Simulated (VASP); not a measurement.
# ZnAu (Pm-3m) in VASP: a series of runs

ZnAu is run at these levels: PBE; tasks: single point.

Everything below comes from runs of VASP 6.6.1. Logs are shortened: lines on timing, memory, paths and dates and some standing lists are left out, and cuts for length are marked.

## 1. The cell of the first run

Symmetry: Pm-3m, No. 221, cubic system. Conventional cell: a = 3.157 Å, b = 3.157 Å, c = 3.157 Å, α = 90.00°, β = 90.00°, γ = 90.00°. Zn (site symmetry m-3m) has 8 Au at 2.73 Å and 6 Zn at 3.16 Å within 3.6 Å. Within 3.6 Å of Au (site symmetry m-3m) lie 8 Zn at 2.73 Å and 6 Au at 3.16 Å.

## 2. Single point, PBE

Contents of INCAR:

```
PREC     = Accurate       # precision mode
ENCUT    = 520            # plane-wave cutoff, eV
EDIFF    = 1E-6           # SCF threshold, eV
ISMEAR   = 0              # smearing method
SIGMA    = 0.05           # smearing width, eV
LREAL    = False          # projectors in reciprocal space
LASPH    = True           # aspherical terms in the spheres
NELM     = 100            # most SCF steps
ALGO     = Fast           # electronic algorithm
ISIF     = 2              # what is computed and relaxed
LWAVE    = False          # write WAVECAR
LCHARG   = False          # write CHGCAR
GGA      = PE             # functional
NBANDS   = 18             # bands
```

Contents of KPOINTS:

```
Automatic mesh
0
Gamma
  6 6 6
```

Contents of POSCAR:

```
ZnAu
1.0
    3.1574552263      0.0000000000      0.0000000000
    0.0000000000      3.1574552263      0.0000000000
    0.0000000000      0.0000000000      3.1574552263
Zn Au
1 1
Direct
    0.5000000000      0.5000000000      0.5000000000
    0.0000000000      0.0000000000      0.0000000000
```

Potentials or basis: VASP PAW PBE potentials, release 64 (Zn, Au).

Command:

```bash
cat potpaw_PBE.64/Zn/POTCAR potpaw_PBE.64/Au/POTCAR > POTCAR
mpirun -np 1 vasp_std > vasp.out
```

OUTCAR:

```text
PREC = Accurate
   ENCUT = 520
   EDIFF = 1E-6
   ISMEAR = 0
   LREAL = False
   LASPH = True
   NELM = 100
   ISIF = 2
   GGA = PE

 ion  position               nearest neighbor table
   1  0.500  0.500  0.500-   2 2.73   2 2.73   2 2.73   2 2.73   2 2.73   2 2.73   2 2.73   2 2.73

   2  0.000  0.000  0.000-   1 2.73   1 2.73   1 2.73   1 2.73   1 2.73   1 2.73   1 2.73   1 2.73

  LATTYP: Found a simple cubic cell.
 ALAT       =     3.1574552263

  Lattice vectors:

 A1 = (   3.1574552263,   0.0000000000,   0.0000000000)
 A2 = (   0.0000000000,   3.1574552263,   0.0000000000)
 A3 = (   0.0000000000,   0.0000000000,   3.1574552263)

Analysis of symmetry for initial positions (statically):
=====================================================================
 Subroutine PRICEL returns:
 Original cell was already a primitive cell.

 Routine SETGRP: Setting up the symmetry group for a
 simple cubic supercell.

 Subroutine GETGRP returns: Found 48 space group operations
 (whereof 48 operations were pure point group operations)
 out of a pool of 48 trial point group operations.

The static configuration has the point symmetry O_h .

Analysis of symmetry for dynamics (positions and initial velocities):
=====================================================================
 Subroutine PRICEL returns:
 Original cell was already a primitive cell.

 Routine SETGRP: Setting up the symmetry group for a
 simple cubic supercell.

 Subroutine GETGRP returns: Found 48 space group operations
 (whereof 48 operations were pure point group operations)
 out of a pool of 48 trial point group operations.

The dynamic configuration has the point symmetry O_h .

 Subroutine INISYM returns: Found 48 space group operations
 (whereof 48 operations are pure point group operations),
 and found     1 'primitive' translations

----------------------------------------------------------------------------------------

                                     Primitive cell

  volume of cell :      31.4783

  direct lattice vectors                    reciprocal lattice vectors
     3.157455226  0.000000000  0.000000000     0.316710746  0.000000000  0.000000000
     0.000000000  3.157455226  0.000000000     0.000000000  0.316710746  0.000000000
     0.000000000  0.000000000  3.157455226     0.000000000  0.000000000  0.316710746

  length of vectors
     3.157455226  3.157455226  3.157455226     0.316710746  0.316710746  0.316710746

  position of ions in fractional coordinates (direct lattice)
     0.500000000  0.500000000  0.500000000
     0.000000000  0.000000000  0.000000000

  ion indices of the primitive-cell ions
   primitive index   ion index
                 1           1
                 2           2

----------------------------------------------------------------------------------------

 KPOINTS: Automatic mesh

Automatic generation of k-mesh.
 Grid dimensions read from file:
 generate k-points for:    6    6    6

 Generating k-lattice:

  Cartesian coordinates                     Fractional coordinates (reciprocal lattice)
     0.052785124  0.000000000  0.000000000     0.166666667  0.000000000  0.000000000
     0.000000000  0.052785124  0.000000000     0.000000000  0.166666667  0.000000000
     0.000000000  0.000000000  0.052785124     0.000000000  0.000000000  0.166666667

  Length of vectors
     0.052785124  0.052785124  0.052785124

  Shift w.r.t. Gamma in fractional coordinates (k-lattice)
     0.000000000  0.000000000  0.000000000

 Subroutine IBZKPT returns following result:
 ===========================================

 Found     20 irreducible k-points:

 Following reciprocal coordinates:
            Coordinates               Weight
  0.000000  0.000000  0.000000      1.000000
  0.166667  0.000000  0.000000      6.000000
  0.333333  0.000000  0.000000      6.000000
  0.500000  0.000000  0.000000      3.000000
  0.166667  0.166667  0.000000     12.000000
  0.333333  0.166667  0.000000     24.000000
[... 12 lines left out ...]
  0.500000  0.500000  0.333333      6.000000
  0.500000  0.500000  0.500000      1.000000
   k-points           NKPTS =     20   k-points in BZ     NKDIM =     20   number of bands    NBANDS=     18
   number of dos      NEDOS =    301   number of ions     NIONS =      2
   total plane-waves  NPLWV =  13824
   dimension x,y,z NGX =    24 NGY =   24 NGZ =   24
   dimension x,y,z NGXF=    48 NGYF=   48 NGZF=   48
   ions per type =               1   1
   NGX,Y,Z   is equivalent  to a cutoff of  12.64, 12.64, 12.64 a.u.
   NGXF,Y,Z  is equivalent  to a cutoff of  25.27, 25.27, 25.27 a.u.
 SYSTEM =  unknown system
   PREC   = accura    normal or accurate (medium, high low for compatibility)
   ISTART =      0    job   : 0-new  1-cont  2-samecut
   ICHARG =      2    charge: 1-file 2-atom 10-const
   ISPIN  =      1    spin polarized calculation?
   LNONCOLLINEAR =      F non collinear calculations
   LSORBIT =      F    spin-orbit coupling
   LASPH  =      T    aspherical Exc in radial PAW
   ENCUT  =  520.0 eV  38.22 Ry    6.18 a.u.   5.87  5.87  5.87*2*pi/ulx,y,z
   NELM   =    100;   NELMIN=  2; NELMDL= -5     # of ELM steps
   EDIFF  = 0.1E-05   stopping-criterion for ELM
   LREAL  =      F    real-space projection
   EDIFFG = 0.1E-04   stopping-criterion for IOM
   NSW    =      0    number of steps for IOM
   IBRION =     -1    ionic relax: 0-MD 1-quasi-New 2-CG
   NFREE  =      0    steps in history (QN), initial steepest desc. (CG)
   ISIF   =      2    stress and relaxation
   ISYM   =      2    0-nonsym 1-usesym 2-fastsym
   POTIM  = 0.5000    time-step for ionic-motion
   TEBEG  =    0.0;   TEEND  =   0.0 temperature during run
   PSTRESS=    0.0 pullay stress
   NELECT =      23.0000    total number of electrons
   NUPDOWN=      -1.0000    fix difference up-down
   EMIN   =  10.00;   EMAX   =-10.00  energy-range for DOS
   EFERMI =   0.00;   METHOD = LEGACY
   ISMEAR =     0;   SIGMA  =   0.05  broadening in eV -4-tet -1-fermi 0-gaus
   EFERMI_NEDOS =   21; number of points for ismear=-14 and -15
   IALGO  =     68    algorithm
   IMIX   =      4    mixing-type and parameters
     AMIX     =   0.40;   BMIX     =  1.00
     AMIX_MAG =   1.60;   BMIX_MAG =  1.00
  volume/ion in A,a.u.               =      15.74       106.21
  Fermi-wavevector in a.u.,A,eV,Ry     =   1.474507  2.786415 29.581400  2.174172
  Thomas-Fermi vector in A             =   2.589270
   LORBIT       =      0    0 simple, 1 ext, 2 COOP (PROOUT), +10 PAW based schemes
   GGA     = PE    functional components
   LHFCALC =     F    Hartree Fock is set to
   AEXX    =    0.0000 exact exchange contribution
   IVDW    =     0    specifies the selected vdW correction
   LEPSILON=     F    determine dielectric tensor
   LRPA    =     F    only Hartree local field effects (RPA)
 non-spin polarized calculation
 RMM-DIIS sequential band-by-band and
 Gauss-broadening in eV      SIGMA  =   0.05
  energy-cutoff  :      520.00
  volume of cell :       31.48
 maximum number of plane-waves:       868
 NGX is ok and might be reduce to    24
   NGX = 11   NGY = 11   NGZ = 11

 number of electron      23.0000014 magnetization

 Free energy of the ion-electron system (eV)
  ---------------------------------------------------
  ext. energy  EPLUGINS =         0.00000000
  ---------------------------------------------------
  free energy    TOTEN  =        -4.69153124 eV

  energy without entropy =       -4.68674524  energy(sigma->0) =       -4.68913824

 E-fermi :   7.1064     XC(G=0): -12.3213

 val. band max:        6.5158274620   @ k =   0.3333   0.1667   0.0000
 cond. band min:       7.1152271817   @ k =   0.3333   0.1667   0.1667
 fundamental gap:      0.5993997197
 Fermi energy:         7.1063828610

 k-point     1 :       0.0000    0.0000    0.0000
  band No.  band energies     occupation
      1      -3.5514      2.00000
      2      -1.1016      2.00000
      3      -1.1016      2.00000
      4      -0.4313      2.00000
      5      -0.4313      2.00000
      6      -0.4313      2.00000
[... 10 lines left out ...]
     17      19.0358      0.00000
     18      25.2420      0.00000

 k-point     2 :       0.1667    0.0000    0.0000
  band No.  band energies     occupation
      1      -3.0688      2.00000
      2      -1.0014      2.00000
      3      -0.9691      2.00000
      4      -0.4362      2.00000
      5      -0.4362      2.00000
      6      -0.3939      2.00000
[... 10 lines left out ...]
     17      21.3524      0.00000
     18      24.7655      0.00000

 k-point     3 :       0.3333    0.0000    0.0000
  band No.  band energies     occupation
      1      -1.7655      2.00000
      2      -0.7757      2.00000
      3      -0.7095      2.00000
      4      -0.4396      2.00000
      5      -0.4396      2.00000
      6      -0.3164      2.00000
[... 10 lines left out ...]
     17      21.4513      0.00000
     18      21.5481      0.00000

 k-point     4 :       0.5000    0.0000    0.0000
  band No.  band energies     occupation
      1      -0.7271      2.00000
      2      -0.6448      2.00000
      3      -0.4673      2.00000
      4      -0.4373      2.00000
      5      -0.4373      2.00000
      6      -0.2762      2.00000
[... 291 lines left out ...]
      4      -0.4063      2.00000
      5      -0.2720      2.00000
      6       0.6553      2.00000
[... 10 lines left out ...]
     17      16.7527      0.00000
     18      18.0060      0.00000

 k-point    19 :       0.5000    0.5000    0.3333
  band No.  band energies     occupation
      1      -0.8174      2.00000
      2      -0.7301      2.00000
      3      -0.7301      2.00000
      4      -0.4431      2.00000
      5      -0.1044      2.00000
      6       0.6230      2.00000
[... 10 lines left out ...]
     17      15.0487      0.00000
     18      15.0487      0.00000

 k-point    20 :       0.5000    0.5000    0.5000
  band No.  band energies     occupation
      1      -0.6965      2.00000
      2      -0.6965      2.00000
      3      -0.6965      2.00000
      4      -0.1022      2.00000
      5      -0.1022      2.00000
      6       0.5974      2.00000
[... 10 lines left out ...]
     17      12.8197      0.00000
     18      12.8197      0.00000

------------------------ aborting loop because EDIFF is reached ----------------------------------------

  FORCE on cell =-STRESS in cart. coord.  units (eV):
  Direction    XX          YY          ZZ          XY          YZ          ZX
  --------------------------------------------------------------------------------------
  -------------------------------------------------------------------------------------
  Total        0.7507062      0.7507062      0.7507062      0.0000000      0.0000000      0.0000000
  in kB       38.2092897     38.2092897     38.2092897      0.0000000      0.0000000      0.0000000
  external PRESSURE =      38.2092897 kB  Pullay stress =       0.0000000 kB

 VOLUME and BASIS-vectors are now :
 -----------------------------------------------------------------------------
  energy-cutoff  :      520.00
  volume of cell :       31.48
      direct lattice vectors                 reciprocal lattice vectors
     3.157455226  0.000000000  0.000000000     0.316710746  0.000000000  0.000000000
     0.000000000  3.157455226  0.000000000     0.000000000  0.316710746  0.000000000
     0.000000000  0.000000000  3.157455226     0.000000000  0.000000000  0.316710746

 POSITION                                       TOTAL-FORCE (eV/Angst)
 -----------------------------------------------------------------------------------
      1.57873      1.57873      1.57873         0.000000      0.000000      0.000000
      0.00000      0.00000      0.00000         0.000000      0.000000      0.000000
 -----------------------------------------------------------------------------------
    total drift:                                0.000000      0.000000     -0.000000

  FREE ENERGIE OF THE ION-ELECTRON SYSTEM (eV)
  ---------------------------------------------------
  free  energy   TOTEN  =        -4.6915312439 eV

  energy  without entropy=       -4.6867452387  energy(sigma->0) =       -4.68913824
```

Run time: 13 s. Hardware: 1 thread of AMD EPYC 7R43 (Zen 3), shared host; peak memory 0.1 GiB.

Results:

```yaml
Free_energy: -4.6915 eV
Pressure: 3.8 GPa
```

Levels at points of the mesh, in eV from the Fermi level:
| k point | band 9 | band 10 | band 11 | band 12 | band 13 | band 14 |
| --- | --- | --- | --- | --- | --- | --- |
| (0.00, 0.00, 0.00) | -3.87 | -3.87 | -3.87 | 4.85 | 4.85 | 4.85 |
| (0.50, 0.00, 0.00) | -5.02 | -5.02 | -4.02 | -2.52 | 10.28 | 10.95 |
| (0.50, 0.50, 0.00) | -4.21 | -3.30 | -2.07 | -2.07 | 0.67 | 2.30 |
| (0.50, 0.50, 0.50) | -3.25 | -3.25 | 1.25 | 3.39 | 3.61 | 3.61 |

Caveat: spin-orbit coupling is left out, which moves the levels of the heavy elements.

## 3. Single point, PBE

This run uses another cell than the first one, of 16.13 Å³/atom, 1.025 times its volume.

Contents of INCAR:

```
SYSTEM = ZnAu
ALGO = Normal
EDIFF = 1E-6
ENCUT = 520
GGA = PE
ISIF = 2
ISMEAR = 0
LASPH = .TRUE.
LCHARG = .FALSE.
LREAL = .FALSE.
LWAVE = .FALSE.
NBANDS = 18
NELM = 80
PREC = Accurate
SIGMA = 0.05
```

Contents of KPOINTS:

```
k-points
0
G
  6 6 6
  0 0 0
```

Contents of POSCAR:

```
ZnAu
1.0
    3.1835053615      0.0000000000      0.0000000000
    0.0000000000      3.1835053615      0.0000000000
    0.0000000000      0.0000000000      3.1835053615
Zn Au
1 1
Direct
    0.5000000000      0.5000000000      0.5000000000
    0.0000000000      0.0000000000      0.0000000000
```

Potentials or basis: VASP PAW PBE potentials, release 64 (Zn, Au).

Command:

```bash
cat potpaw_PBE.64/Zn/POTCAR potpaw_PBE.64/Au/POTCAR > POTCAR
mpirun -np 1 vasp_std > vasp.out
```

OUTCAR:

```text
SYSTEM = ZnAu
   EDIFF = 1E-6
   ENCUT = 520
   GGA = PE
   ISIF = 2
   ISMEAR = 0
   LASPH = .TRUE.
   LREAL = .FALSE.
   NELM = 80
   PREC = Accurate

 ion  position               nearest neighbor table
   1  0.500  0.500  0.500-   2 2.76   2 2.76   2 2.76   2 2.76   2 2.76   2 2.76   2 2.76   2 2.76

   2  0.000  0.000  0.000-   1 2.76   1 2.76   1 2.76   1 2.76   1 2.76   1 2.76   1 2.76   1 2.76

  LATTYP: Found a simple cubic cell.
 ALAT       =     3.1835053615

  Lattice vectors:

[... 601 lines left out ...]
------------------------ aborting loop because EDIFF is reached ----------------------------------------

  FORCE on cell =-STRESS in cart. coord.  units (eV):
  Direction    XX          YY          ZZ          XY          YZ          ZX
  --------------------------------------------------------------------------------------
  -------------------------------------------------------------------------------------
  Total        0.1565545      0.1565545      0.1565545      0.0000000     -0.0000000     -0.0000000
  in kB        7.7742656      7.7742656      7.7742656      0.0000000     -0.0000000     -0.0000000
  external PRESSURE =       7.7742656 kB  Pullay stress =       0.0000000 kB

 VOLUME and BASIS-vectors are now :
 -----------------------------------------------------------------------------
  energy-cutoff  :      520.00
  volume of cell :       32.26
      direct lattice vectors                 reciprocal lattice vectors
     3.183505361  0.000000000  0.000000000     0.314119151  0.000000000  0.000000000
     0.000000000  3.183505361  0.000000000     0.000000000  0.314119151  0.000000000
     0.000000000  0.000000000  3.183505361     0.000000000  0.000000000  0.314119151

 POSITION                                       TOTAL-FORCE (eV/Angst)
 -----------------------------------------------------------------------------------
      1.59175      1.59175      1.59175         0.000000      0.000000      0.000000
      0.00000      0.00000      0.00000         0.000000      0.000000      0.000000
 -----------------------------------------------------------------------------------
    total drift:                                0.000000      0.000000     -0.000000

  FREE ENERGIE OF THE ION-ELECTRON SYSTEM (eV)
  ---------------------------------------------------
  free  energy   TOTEN  =        -4.7033664314 eV

  energy  without entropy=       -4.6991395942  energy(sigma->0) =       -4.70125301
```

OSZICAR:

```text
N       E                     dE             d eps       ncg     rms          rms(c)
DAV:   1     0.136593676503E+03    0.13659E+03   -0.11441E+04   736   0.165E+03
DAV:   2     0.880239825212E+00   -0.13571E+03   -0.12886E+03   728   0.324E+02
DAV:   3    -0.510186813723E+01   -0.59821E+01   -0.59307E+01   784   0.727E+01
DAV:   4    -0.515285235708E+01   -0.50984E-01   -0.50953E-01   778   0.576E+00
DAV:   5    -0.515336433198E+01   -0.51197E-03   -0.51196E-03   774   0.636E-01    0.774E+00
DAV:   6    -0.473472179784E+01    0.41864E+00   -0.12506E+00   756   0.121E+01    0.505E+00
DAV:   7    -0.471165114481E+01    0.23071E-01   -0.25377E-02   972   0.340E+00    0.276E+00
DAV:   8    -0.470335026288E+01    0.83009E-02   -0.10397E-02   732   0.104E+00    0.178E-01
DAV:   9    -0.470335421650E+01   -0.39536E-05   -0.30806E-04   906   0.288E-01    0.806E-02
DAV:  10    -0.470336554876E+01   -0.11332E-04   -0.48250E-05   750   0.692E-02    0.145E-02
DAV:  11    -0.470336643137E+01   -0.88261E-06   -0.22167E-06   684   0.217E-02
   1 F= -.47033664E+01 E0= -.47012530E+01  d E =-.422684E-02
```

It took 12 s on 1 thread of AMD EPYC 7R43 (Zen 3), shared host; peak memory 0.11 GiB.

Results:

| Property | Result |
| --- | --- |
| Free energy | -4.7034 eV |
| Pressure | 0.8 GPa |

Caveat: spin-orbit coupling is left out, which moves the levels of the heavy elements.

## 4. Single point, PBE

This run uses another cell than the first one, of 16.23 Å³/atom, 1.031 times its volume.

Contents of INCAR:

```
SYSTEM = ZnAu
PREC     = Accurate       ! precision mode
ENCUT    = 520            ! plane-wave cutoff, eV
EDIFF    = 1E-6           ! SCF threshold, eV
ISMEAR   = 0              ! smearing method
SIGMA    = 0.05           ! smearing width, eV
LREAL    = .FALSE.        ! projectors in reciprocal space
LASPH    = .TRUE.         ! aspherical terms in the spheres
NELM     = 60             ! most SCF steps
ALGO     = Fast           ! electronic algorithm
ISIF     = 2              ! what is computed and relaxed
LWAVE    = .FALSE.        ! write WAVECAR
LCHARG   = .FALSE.        ! write CHGCAR
GGA      = PE             ! functional
NBANDS   = 18             ! bands
```

Contents of KPOINTS:

```
regular mesh
0
G
  6 6 6
  0 0 0
```

Contents of POSCAR:

```
ZnAu
1.0
    3.1901071976      0.0000000000      0.0000000000
    0.0000000000      3.1901071976      0.0000000000
    0.0000000000      0.0000000000      3.1901071976
Zn Au
1 1
Direct
    0.5000000000      0.5000000000      0.5000000000
    0.0000000000      0.0000000000      0.0000000000
```

Command:

```bash
cat potpaw_PBE.64/Zn/POTCAR potpaw_PBE.64/Au/POTCAR > POTCAR
mpirun -np 1 vasp_std > vasp.out
```

It took 14 s on 1 thread of AMD EPYC 7R43 (Zen 3), shared host; peak memory 0.11 GiB.

It converged, with:

- Free energy: -4.7040 eV
- Pressure: 0.1 GPa

Levels at points of the mesh, in eV from the Fermi level:
```tsv
k point	band 7	band 8	band 9	band 10	band 11	band 12	band 13	band 14	band 15	band 16
(0.00, 0.00, 0.00)	-5.39	-5.39	-3.79	-3.79	-3.79	4.84	4.84	4.84	8.24	11.74
(0.50, 0.00, 0.00)	-5.68	-5.41	-4.87	-4.87	-3.92	-2.48	10.25	10.75	10.75	10.79
(0.50, 0.50, 0.00)	-5.04	-4.12	-4.12	-3.24	-1.91	-1.91	0.59	2.15	10.08	12.43
(0.50, 0.50, 0.50)	-6.27	-6.27	-3.19	-3.19	1.19	3.23	3.61	3.61	3.61	5.59
```

Caveat: spin-orbit coupling is left out, which moves the levels of the heavy elements.

## 5. Overview

```tsv
cell	gap on the mesh (eV)	pressure (GPa)
a = 3.157 Å, 2 atoms	none	3.8
a = 3.184 Å, 2 atoms	none	0.8
a = 3.190 Å, 2 atoms	none	0.1
```

Alike in all rows: task single point; level PBE; potentials or basis VASP PAW PBE potentials, release 64 (Zn, Au); no spin polarisation; k mesh 6 × 6 × 6; cutoff (eV) 520; smearing gaussian 0.05 eV.

Caveats: spin-orbit coupling is left out, which moves the levels of the heavy elements.

Total energies depend on the potentials used, so only differences within one code and one set of settings carry meaning.
